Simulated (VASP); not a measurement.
# Cu: single point with LDA

The system is Cu.

```xyz
1
Lattice="3.2527 0.0000 0.0000 0.0000 3.2527 0.0000 0.0000 0.0000 3.2527" Properties=species:S:1:pos:R:3 pbc="T T T"
Cu    0.0000    0.0000    0.0000
```

```json
{"Program": "VASP 6.6.1", "Task": "single point", "Functional": "LDA", "Potentials or basis": "VASP PAW LDA potentials, release 64 (Cu)", "Cutoff": "520 eV", "k mesh": "9 × 9 × 9", "Occupations": "methfessel-paxton, width 0.1 eV", "Spin": "no spin polarisation", "Dipole correction": "no", "Further INCAR settings": "ALGO = Normal; EDIFF = 1e-07; NBANDS = 12"}
```

- Pressure: -10.8 GPa

Levels at points of the mesh, in eV from the Fermi level:
```tsv
k point	band 3	band 4	band 5	band 6	band 7	band 8	band 9	band 10
(0.00, 0.00, 0.00)	-1.55	-0.94	-0.94	-0.94	10.04	10.04	10.04	12.79
```

Run time: 20 s on 1 thread of AMD EPYC 7R13, on a shared host, peak memory 0.1 GiB.
